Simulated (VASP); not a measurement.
A run of VASP 6.6.1 is set up as follows.

INCAR

```
PREC = Accurate ; ENCUT = 520
EDIFF = 1E-6 ; ISMEAR = 0
SIGMA = 0.01 ; LREAL = F
LASPH = T ; NELM = 80
ALGO = Normal ; ISIF = 2
LWAVE = F ; LCHARG = F
GGA = PE ; NBANDS = 21
```

File KPOINTS:

```
Automatic mesh
0
Gamma
  12 12 12
```

POSCAR

```
Si2C
1.0
   -1.9240055229      2.8828028671      4.4989716241
    1.9240055229     -2.8828028671      4.4989716241
    1.9240055229      2.8828028671     -4.4989716241
Si C
4 2
Direct
    0.6179207843      0.3218277336      0.2960930507
    0.9742653170      0.6781722664      0.2960930507
    0.3820792157      0.6781722664      0.7039069493
    0.0257346830      0.3218277336      0.7039069493
    0.3806841110      0.5000000000      0.8806841110
    0.6193158890      0.5000000000      0.1193158890
```

Potentials or basis: VASP PAW PBE potentials, release 64 (Si, C).

Command:

```console
$ cat potpaw_PBE.64/Si/POTCAR potpaw_PBE.64/C/POTCAR > POTCAR
$ mpirun -np 1 vasp_std > vasp.out
```

Estimate the largest force.

0.055 eV/Å.

Predict the band gap on the k mesh.

0.07 eV (least direct gap 0.47 eV).

Stress tensor (GPa, compression positive):
```
-0.09  0.00  0.00
 0.00  0.04  0.00
 0.00  0.00 -0.03
```

Caveat: semilocal functionals underestimate gaps, and a narrow one can read as zero. A k mesh can miss the band edges.
